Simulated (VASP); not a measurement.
Wanted: the native input for a VASP 6.6.1 run.

```yaml
Task: single point
Functional: PBEsol
Potentials_or_basis: VASP PAW PBE potentials, release 64 (Cd, Te)
Cutoff: 520 eV
k_mesh: 6 × 6 × 6
Occupations: gaussian, width 0.01 eV
Spin: non-collinear spin, zero start, spin-orbit coupling
Starting_moments: "[[0.0, 0.0, 0.0], [0.0, 0.0, 0.0]] μB"
Dipole_correction: no
Further_INCAR_settings: ALGO = Normal; EDIFF = 1e-06; NBANDS = 30
```

The structure of CdTe lies in POSCAR:

```
CdTe
1.0
    3.0197278314      3.0197278314      0.0000000000
   -3.0197278314      3.0197278314      0.0000000000
    0.0000000000      3.0197278314      3.0197278314
Cd Te
1 1
Direct
    0.0000000000      0.0000000000      0.0000000000
    0.7500000000      0.2500000000      0.5000000000
```

The input as run:

INCAR

```
SYSTEM = CdTe
PREC = Accurate
ENCUT = 520
EDIFF = 1E-6
ISMEAR = 0
SIGMA = 0.01
LREAL = .FALSE.
LASPH = .TRUE.
NELM = 150
ALGO = Normal
ISIF = 2
LWAVE = .FALSE.
LCHARG = .FALSE.
LNONCOLLINEAR = .TRUE.
MAGMOM = 0 0 0 0 0 0
LORBIT = 11
LSORBIT = .TRUE.
GGA_COMPAT = .FALSE.
LORBMOM = .TRUE.
GGA = PS
NBANDS = 30
```

KPOINTS

```
Automatic mesh
0
G
  6 6 6
  0 0 0
```

Potentials or basis: VASP PAW PBE potentials, release 64 (Cd, Te).

Command:

```bash
$ cat potpaw_PBE.64/Cd/POTCAR potpaw_PBE.64/Te/POTCAR > POTCAR
$ mpirun -np 1 vasp_ncl > vasp.out
```

Results of the run:

The pressure is 15.4 GPa. The net moment is 0.00 μB per cell and the valence electrons inside the program's atomic spheres are Cd 10.52; Te 3.55.

Caveat: the PAW data sets were made with another functional, which shifts forces and pressure a little.

It took 35 s on 1 thread of Intel(R) Xeon(R) 6975P-C (Granite Rapids), on a shared host, peak memory 0.33 GiB.
